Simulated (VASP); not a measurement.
Wanted: the native input for a VASP 6.6.1 run.

```
Task                   : single point
Functional             : PBE
Potentials or basis    : VASP PAW PBE potentials, release 64 (O)
Cutoff                 : 520 eV
k mesh                 : 12 × 12 × 12
Occupations            : fermi-dirac, width 0.03 eV
Spin                   : no spin polarisation
Dipole correction      : no
Further INCAR settings : ALGO = Normal; EDIFF = 1e-07; NBANDS = 13
```

The structure of O lies in POSCAR:

```
O
1.0
    0.0000000000      2.1075500000      3.3448500000
    1.4783500000      0.0000000000      3.3448500000
    1.4783500000      2.1075500000      0.0000000000
O
2
Direct
    0.0871000000      0.0871000000      0.9129000000
    0.9129000000      0.9129000000      0.0871000000
```

The input as run:

INCAR

```
SYSTEM = O
PREC = Accurate
ENCUT = 520
EDIFF = 1E-7
ISMEAR = -1
SIGMA = 0.03
LREAL = .FALSE.
LASPH = .TRUE.
NELM = 80
ALGO = Normal
ISIF = 2
LWAVE = .FALSE.
LCHARG = .FALSE.
GGA = PE
NBANDS = 13
```

KPOINTS

```
regular mesh
0
G
  12 12 12
  0 0 0
```

Potentials or basis: VASP PAW PBE potentials, release 64 (O).

Command:

```console
$ cat potpaw_PBE.64/O/POTCAR > POTCAR
$ mpirun -np 1 vasp_std > vasp.out
```

It gave:

The pressure is 18.2 GPa, the largest force is 5.745 eV/Å and the band gap on the k mesh is zero (band 6 reaches 2.58 eV, above the bottom of band 7 at 0.82 eV).

Caveat: the standard files for N, O and F lose accuracy on very short bonds; spin is off for a triplet molecule; forces of over 1 eV/Å act on the atoms, so gaps and moduli don't describe the material at rest.

Wall time 51 s on 1 thread of AMD EPYC 9R45 96-Core Processor (Zen 5), on a shared host, peak memory 0.15 GiB.
